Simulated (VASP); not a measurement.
# Zr4InAs3 (P-6m2) in VASP: single point with PBE

Aim: the single point of Zr4InAs3 with PBE.

Everything below comes from runs of VASP 6.6.1. Logs are shortened: lines on timing, memory, paths and dates and some standing lists are left out, and cuts for length are marked.

**1. The cell of the first run**

It takes space group P-6m2 (No. 187, hexagonal). Conventional cell: a = 3.728 Å, b = 3.728 Å, c = 14.616 Å, α = 90.00°, β = 90.00°, γ = 120.00°. Zr (site symmetry 3m) has 3 As at 2.70 Å and 3 In at 3.12 Å and 7 Zr at 3.34 to 3.73 Å within 3.8 Å. Zr (site symmetry 3m) has 6 As at 2.75 Å and 8 Zr at 3.34 to 3.73 Å within 3.8 Å. In (site symmetry -6m2) has 6 Zr at 3.12 Å and 6 In at 3.73 Å within 4.1 Å. Within 3.8 Å of As (site symmetry -6m2) lie 6 Zr at 2.75 Å and 6 As at 3.73 Å. As (site symmetry 3m) has 6 Zr at 2.70 to 2.75 Å and 6 As at 3.73 Å within 3.8 Å.

The cell was built from a structure type or drawn by symmetry, and may not be a known phase.

**2. Single point, PBE**

INCAR

```
SYSTEM = Zr4InAs3
  ALGO = Normal
  EDIFF = 1E-7
  ENCUT = 520
  GGA = PE
  ISIF = 2
  ISMEAR = 0
  LASPH = .True.
  LCHARG = .True.
  LELF = .True.
  LREAL = .False.
  LVHAR = .True.
  LWAVE = .False.
  NBANDS = 48
  NELM = 80
  PREC = Accurate
  SIGMA = 0.2
```

KPOINTS

```
k-points
0
Gamma
  5 5 2
  0 0 0
```

POSCAR

```
Zr4InAs3
1.0
    3.7279957176     -0.0000000027      0.0000000000
   -1.8639978564      3.2285389980      0.0000000000
    0.0000000000      0.0000000000     14.6164694226
Zr In As
4 1 3
Direct
    0.0000000000      0.0000000000      0.1540881998
    0.0000000000      0.0000000000      0.6171846253
    0.0000000000      0.0000000000      0.3828153747
    0.0000000000      0.0000000000      0.8459118002
    0.6666666667      0.3333333333      0.0000000000
    0.6666666667      0.3333333333      0.5000000000
    0.3333333333      0.6666666667      0.2654743566
    0.3333333333      0.6666666667      0.7345256434
```

Potentials or basis: VASP PAW PBE potentials, release 64 (Zr_sv, In_d, As).

Started as:

```
> cat potpaw_PBE.64/Zr_sv/POTCAR potpaw_PBE.64/In_d/POTCAR potpaw_PBE.64/As/POTCAR > POTCAR
> mpirun -np 1 vasp_std > vasp.out
```

OUTCAR:

```text
SYSTEM = Zr4InAs3
   EDIFF = 1E-7
   ENCUT = 520
   GGA = PE
   ISIF = 2
   ISMEAR = 0
   LASPH = .True.
   LREAL = .False.
   NELM = 80
   PREC = Accurate

 ion  position               nearest neighbor table
   1  0.000  0.000  0.154-   7 2.70   7 2.70   7 2.70   5 3.12   5 3.12   5 3.12   3 3.34
   2  0.000  0.000  0.617-   6 2.75   6 2.75   6 2.75   8 2.75   8 2.75   8 2.75   4 3.34   3 3.43

   3  0.000  0.000  0.383-   6 2.75   6 2.75   6 2.75   7 2.75   7 2.75   7 2.75   1 3.34   2 3.43

   4  0.000  0.000  0.846-   8 2.70   8 2.70   8 2.70   5 3.12   5 3.12   5 3.12   2 3.34
   5  0.667  0.333  0.000-   1 3.12   4 3.12   1 3.12   4 3.12   1 3.12   4 3.12
   6  0.667  0.333  0.500-   2 2.75   3 2.75   2 2.75   3 2.75   2 2.75   3 2.75
   7  0.333  0.667  0.265-   1 2.70   1 2.70   1 2.70   3 2.75   3 2.75   3 2.75
   8  0.333  0.667  0.735-   4 2.70   4 2.70   4 2.70   2 2.75   2 2.75   2 2.75

  LATTYP: Found a hexagonal cell.
 ALAT       =     3.7279957176
 C/A-ratio  =     3.9207312802

  Lattice vectors:

 A1 = (   3.7279957176,  -0.0000000027,   0.0000000000)
 A2 = (  -1.8639978564,   3.2285389980,   0.0000000000)
 A3 = (   0.0000000000,   0.0000000000,  14.6164694226)

Analysis of symmetry for initial positions (statically):
=====================================================================
 Subroutine PRICEL returns:
 Original cell was already a primitive cell.

 Routine SETGRP: Setting up the symmetry group for a
 hexagonal supercell.

 Subroutine GETGRP returns: Found 12 space group operations
 (whereof 12 operations were pure point group operations)
 out of a pool of 24 trial point group operations.

The static configuration has the point symmetry D_3h.

Analysis of symmetry for dynamics (positions and initial velocities):
=====================================================================
 Subroutine PRICEL returns:
 Original cell was already a primitive cell.

 Routine SETGRP: Setting up the symmetry group for a
 hexagonal supercell.

 Subroutine GETGRP returns: Found 12 space group operations
 (whereof 12 operations were pure point group operations)
 out of a pool of 24 trial point group operations.

The dynamic configuration has the point symmetry D_3h.

 Subroutine INISYM returns: Found 12 space group operations
 (whereof 12 operations are pure point group operations),
 and found     1 'primitive' translations

----------------------------------------------------------------------------------------

                                     Primitive cell

  volume of cell :     175.9235

  direct lattice vectors                    reciprocal lattice vectors
     3.727995718 -0.000000003  0.000000000     0.268240652  0.154868812  0.000000000
    -1.863997856  3.228538998  0.000000000     0.000000000  0.309737625  0.000000000
     0.000000000  0.000000000 14.616469423     0.000000000  0.000000000  0.068415975

  length of vectors
     3.727995718  3.727995718 14.616469423     0.309737625  0.309737625  0.068415975

  position of ions in fractional coordinates (direct lattice)
     0.000000000  0.000000000  0.154088200
     0.000000000  0.000000000  0.617184625
     0.000000000  0.000000000  0.382815375
     0.000000000  0.000000000  0.845911800
     0.666666667  0.333333333  0.000000000
     0.666666667  0.333333333  0.500000000
     0.333333333  0.666666667  0.265474357
     0.333333333  0.666666667  0.734525643

  ion indices of the primitive-cell ions
   primitive index   ion index
                 1           1
                 2           2
                 3           3
                 4           4
                 5           5
                 6           6
                 7           7
                 8           8

----------------------------------------------------------------------------------------

 KPOINTS: k-points

Automatic generation of k-mesh.
 Grid dimensions read from file:
 generate k-points for:    5    5    2

 Generating k-lattice:

  Cartesian coordinates                     Fractional coordinates (reciprocal lattice)
     0.053648130  0.030973762  0.000000000     0.200000000  0.000000000  0.000000000
     0.000000000  0.061947525  0.000000000    -0.000000000  0.200000000  0.000000000
     0.000000000  0.000000000  0.034207987     0.000000000  0.000000000  0.500000000

  Length of vectors
     0.061947525  0.061947525  0.034207987

  Shift w.r.t. Gamma in fractional coordinates (k-lattice)
     0.000000000  0.000000000  0.000000000

 Subroutine IBZKPT returns following result:
 ===========================================

 Found     10 irreducible k-points:

 Following reciprocal coordinates:
            Coordinates               Weight
  0.000000  0.000000  0.000000      1.000000
  0.200000  0.000000  0.000000      6.000000
  0.400000  0.000000  0.000000      6.000000
  0.200000  0.200000  0.000000      6.000000
  0.400000  0.200000  0.000000      6.000000
  0.000000  0.000000  0.500000      1.000000
  0.200000  0.000000  0.500000      6.000000
  0.400000  0.000000  0.500000      6.000000
  0.200000  0.200000  0.500000      6.000000
  0.400000  0.200000  0.500000      6.000000
   k-points           NKPTS =     10   k-points in BZ     NKDIM =     10   number of bands    NBANDS=     48
   number of dos      NEDOS =    301   number of ions     NIONS =      8
   total plane-waves  NPLWV =  87808
   dimension x,y,z NGX =    28 NGY =   28 NGZ =  112
   dimension x,y,z NGXF=    56 NGYF=   56 NGZF=  224
   ions per type =               4   1   3
   NGX,Y,Z   is equivalent  to a cutoff of  12.49, 12.49, 12.74 a.u.
   NGXF,Y,Z  is equivalent  to a cutoff of  24.97, 24.97, 25.48 a.u.
 SYSTEM =  Zr4InAs3
   PREC   = accura    normal or accurate (medium, high low for compatibility)
   ISTART =      0    job   : 0-new  1-cont  2-samecut
   ICHARG =      2    charge: 1-file 2-atom 10-const
   ISPIN  =      1    spin polarized calculation?
   LNONCOLLINEAR =      F non collinear calculations
   LSORBIT =      F    spin-orbit coupling
   LASPH  =      T    aspherical Exc in radial PAW
   ENCUT  =  520.0 eV  38.22 Ry    6.18 a.u.   6.93  6.93 27.18*2*pi/ulx,y,z
   NELM   =     80;   NELMIN=  2; NELMDL= -5     # of ELM steps
   EDIFF  = 0.1E-06   stopping-criterion for ELM
   LREAL  =      F    real-space projection
   EDIFFG = 0.1E-05   stopping-criterion for IOM
   NSW    =      0    number of steps for IOM
   IBRION =     -1    ionic relax: 0-MD 1-quasi-New 2-CG
   NFREE  =      0    steps in history (QN), initial steepest desc. (CG)
   ISIF   =      2    stress and relaxation
   ISYM   =      2    0-nonsym 1-usesym 2-fastsym
   POTIM  = 0.5000    time-step for ionic-motion
   TEBEG  =    0.0;   TEEND  =   0.0 temperature during run
   PSTRESS=    0.0 pullay stress
   NELECT =      76.0000    total number of electrons
   NUPDOWN=      -1.0000    fix difference up-down
   EMIN   =  10.00;   EMAX   =-10.00  energy-range for DOS
   EFERMI =   0.00;   METHOD = LEGACY
   ISMEAR =     0;   SIGMA  =   0.20  broadening in eV -4-tet -1-fermi 0-gaus
   EFERMI_NEDOS =   21; number of points for ismear=-14 and -15
   IALGO  =     38    algorithm
   IMIX   =      4    mixing-type and parameters
     AMIX     =   0.40;   BMIX     =  1.00
     AMIX_MAG =   1.60;   BMIX_MAG =  1.00
  volume/ion in A,a.u.               =      21.99       148.40
  Fermi-wavevector in a.u.,A,eV,Ry     =   1.237575  2.338677 20.838559  1.531591
  Thomas-Fermi vector in A             =   2.372136
   LORBIT       =      0    0 simple, 1 ext, 2 COOP (PROOUT), +10 PAW based schemes
   GGA     = PE    functional components
   LHFCALC =     F    Hartree Fock is set to
   AEXX    =    0.0000 exact exchange contribution
   IVDW    =     0    specifies the selected vdW correction
   LEPSILON=     F    determine dielectric tensor
   LRPA    =     F    only Hartree local field effects (RPA)
 non-spin polarized calculation
 Gauss-broadening in eV      SIGMA  =   0.20
  energy-cutoff  :      520.00
  volume of cell :      175.92
 maximum number of plane-waves:      4756
 NGX is ok and might be reduce to    28
   NGX = 13   NGY = 13   NGZ = 55

 number of electron      76.0000006 magnetization

 Free energy of the ion-electron system (eV)
  ---------------------------------------------------
  ext. energy  EPLUGINS =         0.00000000
  ---------------------------------------------------
  free energy    TOTEN  =       -57.42417424 eV

  energy without entropy =      -57.30136608  energy(sigma->0) =      -57.36277016

 E-fermi :   7.9011     XC(G=0): -10.7471

 val. band max:        7.8742598991   @ k =   0.4000   0.2000   0.5000
 cond. band min:       7.9133715890   @ k =   0.2000   0.0000   0.5000
 fundamental gap:      0.0391116899
 Fermi energy:         7.9010956387

 k-point     1 :       0.0000    0.0000    0.0000
  band No.  band energies     occupation
      1     -41.4558      2.00000
      2     -41.4445      2.00000
      3     -41.2789      2.00000
      4     -41.2786      2.00000
      5     -19.5825      2.00000
      6     -19.4733      2.00000
[... 40 lines left out ...]
     47      10.2189      0.00000
     48      10.2191      0.00000

 k-point     2 :       0.2000    0.0000    0.0000
  band No.  band energies     occupation
      1     -41.4505      2.00000
      2     -41.4394      2.00000
      3     -41.2739      2.00000
      4     -41.2736      2.00000
      5     -19.5632      2.00000
      6     -19.5471      2.00000
[... 40 lines left out ...]
     47      10.1044      0.00000
     48      10.8049      0.00000

 k-point     3 :       0.4000    0.0000    0.0000
  band No.  band energies     occupation
      1     -41.4419      2.00000
      2     -41.4310      2.00000
      3     -41.2659      2.00000
      4     -41.2657      2.00000
      5     -19.6655      2.00000
      6     -19.6367      2.00000
[... 40 lines left out ...]
     47      10.5069      0.00000
     48      10.7154      0.00000

 k-point     4 :       0.2000    0.2000    0.0000
  band No.  band energies     occupation
      1     -41.4435      2.00000
      2     -41.4326      2.00000
      3     -41.2674      2.00000
      4     -41.2672      2.00000
      5     -19.6237      2.00000
      6     -19.5977      2.00000
[... 40 lines left out ...]
     47      10.4890      0.00000
     48      10.5981      0.00000

 k-point     5 :       0.4000    0.2000    0.0000
  band No.  band energies     occupation
      1     -41.4392      2.00000
      2     -41.4284      2.00000
      3     -41.2634      2.00000
      4     -41.2632      2.00000
      5     -19.6593      2.00000
      6     -19.6309      2.00000
[... 40 lines left out ...]
     47      10.6959      0.00000
     48      10.9542      0.00000

 k-point     6 :       0.0000    0.0000    0.5000
  band No.  band energies     occupation
      1     -41.4558      2.00000
      2     -41.4445      2.00000
      3     -41.2788      2.00000
      4     -41.2786      2.00000
      5     -19.5812      2.00000
      6     -19.4733      2.00000
[... 40 lines left out ...]
     47      10.1034      0.00000
     48      10.1034      0.00000

 k-point     7 :       0.2000    0.0000    0.5000
  band No.  band energies     occupation
      1     -41.4505      2.00000
      2     -41.4394      2.00000
      3     -41.2739      2.00000
      4     -41.2737      2.00000
      5     -19.5621      2.00000
      6     -19.5471      2.00000
[... 40 lines left out ...]
     47      10.0468      0.00000
     48      10.4943      0.00000

 k-point     8 :       0.4000    0.0000    0.5000
  band No.  band energies     occupation
      1     -41.4419      2.00000
      2     -41.4310      2.00000
      3     -41.2659      2.00000
      4     -41.2657      2.00000
      5     -19.6655      2.00000
      6     -19.6367      2.00000
[... 40 lines left out ...]
     47      10.6401      0.00000
     48      10.6969      0.00000

 k-point     9 :       0.2000    0.2000    0.5000
  band No.  band energies     occupation
      1     -41.4435      2.00000
      2     -41.4326      2.00000
      3     -41.2674      2.00000
      4     -41.2672      2.00000
      5     -19.6237      2.00000
      6     -19.5977      2.00000
[... 40 lines left out ...]
     47      10.6072      0.00000
     48      10.9741      0.00000

 k-point    10 :       0.4000    0.2000    0.5000
  band No.  band energies     occupation
      1     -41.4392      2.00000
      2     -41.4284      2.00000
      3     -41.2634      2.00000
      4     -41.2632      2.00000
      5     -19.6593      2.00000
      6     -19.6309      2.00000
[... 40 lines left out ...]
     47      10.6004      0.00000
     48      10.7379      0.00000

------------------------ aborting loop because EDIFF is reached ----------------------------------------

  FORCE on cell =-STRESS in cart. coord.  units (eV):
  Direction    XX          YY          ZZ          XY          YZ          ZX
  --------------------------------------------------------------------------------------
  -------------------------------------------------------------------------------------
  Total        0.1976429      0.1976429      0.2426958      0.0000000      0.0000000      0.0000000
  in kB        1.7999809      1.7999809      2.2102886      0.0000000      0.0000000      0.0000000
  external PRESSURE =       1.9367501 kB  Pullay stress =       0.0000000 kB

 VOLUME and BASIS-vectors are now :
 -----------------------------------------------------------------------------
  energy-cutoff  :      520.00
  volume of cell :      175.92
      direct lattice vectors                 reciprocal lattice vectors
     3.727995718 -0.000000003  0.000000000     0.268240652  0.154868812  0.000000000
    -1.863997856  3.228538998  0.000000000     0.000000000  0.309737625  0.000000000
     0.000000000  0.000000000 14.616469423     0.000000000  0.000000000  0.068415975

 POSITION                                       TOTAL-FORCE (eV/Angst)
 -----------------------------------------------------------------------------------
      0.00000      0.00000      2.25223        -0.000000     -0.000000     -0.021451
      0.00000      0.00000      9.02106         0.000000     -0.000000     -0.017538
      0.00000      0.00000      5.59541         0.000000     -0.000000      0.017538
      0.00000      0.00000     12.36424         0.000000     -0.000000      0.021451
      1.86400      1.07618      0.00000         0.000000      0.000000      0.000000
      1.86400      1.07618      7.30823        -0.000000     -0.000000      0.000000
      0.00000      2.15236      3.88030         0.000000     -0.000000      0.000137
      0.00000      2.15236     10.73617         0.000000     -0.000000     -0.000137
 -----------------------------------------------------------------------------------
    total drift:                               -0.000000      0.000000      0.000000

  FREE ENERGIE OF THE ION-ELECTRON SYSTEM (eV)
  ---------------------------------------------------
  free  energy   TOTEN  =       -57.4241742371 eV

  energy  without entropy=      -57.3013660766  energy(sigma->0) =      -57.36277016
```

Run time: 2.1 min. Hardware: 1 thread of Oxide Virtual Turin-like, shared host; peak memory 0.28 GiB.

What came out:

| Item | Value |
| --- | --- |
| Free energy | -57.4242 eV |
| Pressure | 0.2 GPa |
| Largest force | 0.021 eV/Å |
| Band gap on the k mesh | zero (bands 38 and 39 overlap by 0.47 eV) |

Forces in eV/Å, atoms in the order of the input:
```
Zr   0.000  0.000 -0.021
Zr   0.000  0.000 -0.018
Zr   0.000  0.000  0.018
Zr   0.000  0.000  0.021
In   0.000  0.000  0.000
As   0.000  0.000  0.000
As   0.000  0.000  0.000
As   0.000  0.000  0.000
```

Levels at points of the mesh, in eV from the Fermi level:
```tsv
k point	band 36	band 37	band 38	band 39	band 40	band 41
(0.00, 0.00, 0.00)	-0.21	0.29	0.29	0.39	0.39	0.41
(0.00, 0.00, 0.50)	-0.28	0.20	0.20	0.36	0.40	0.40
```

Caveat: the k points lie up to 0.39 Å⁻¹ apart; spin-orbit coupling is left out, which moves the levels of the heavy elements.
